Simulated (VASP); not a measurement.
Set up this calculation in VASP 6.6.1, as the native input.

| Quantity | Value |
| --- | --- |
| Task | single point |
| Functional | PBE |
| Potentials or basis | VASP PAW PBE potentials, release 64 (Zr_sv, B) |
| Cutoff | 500 eV |
| k mesh | 8 × 8 × 8 |
| Occupations | gaussian, width 0.05 eV |
| Spin | no spin polarisation |
| Dipole correction | no |
| Further INCAR settings | ALGO = Normal; EDIFF = 1e-06; NBANDS = 14 |

The structure of ZrB lies in POSCAR:

```
ZrB
1.0
    0.0000000000      2.3250013489      2.3250013489
    2.3250013489      0.0000000000      2.3250013489
    2.3250013489      2.3250013489      0.0000000000
Zr B
1 1
Direct
    0.5000000000      0.5000000000      0.5000000000
    0.0000000000      0.0000000000      0.0000000000
```

One way to write it, as run:

INCAR

```
PREC     = Accurate       # precision mode
ENCUT    = 500            # plane-wave cutoff, eV
EDIFF    = 1E-6           # SCF threshold, eV
ISMEAR   = 0              # smearing method
SIGMA    = 0.05           # smearing width, eV
LREAL    = False          # projectors in reciprocal space
LASPH    = True           # aspherical terms in the spheres
NELM     = 120            # most SCF steps
ALGO     = Normal         # electronic algorithm
ISIF     = 2              # what is computed and relaxed
LWAVE    = False          # write WAVECAR
LCHARG   = False          # write CHGCAR
GGA      = PE             # functional
NBANDS   = 14             # bands
GGA_COMPAT= False
```

KPOINTS

```
Automatic mesh
0
Gamma
  8 8 8
```

Potentials or basis: VASP PAW PBE potentials, release 64 (Zr_sv, B).

Run with:

```sh
$ cat potpaw_PBE.64/Zr_sv/POTCAR potpaw_PBE.64/B/POTCAR > POTCAR
$ mpirun -np 1 vasp_std > vasp.out
```

Results of the run:

```json
{"Pressure": "35.3 GPa", "Band gap on the k mesh": "zero (an odd number of electrons rules out a gap without spin polarisation)"}
```

Caveat: the cell stands under pressure.

Run time: 12 s on 1 thread of Intel(R) Xeon(R) Platinum 8259CL CPU @ 2.50GHz (Skylake/Cascade Lake) (shared host), peak memory 0.14 GiB.
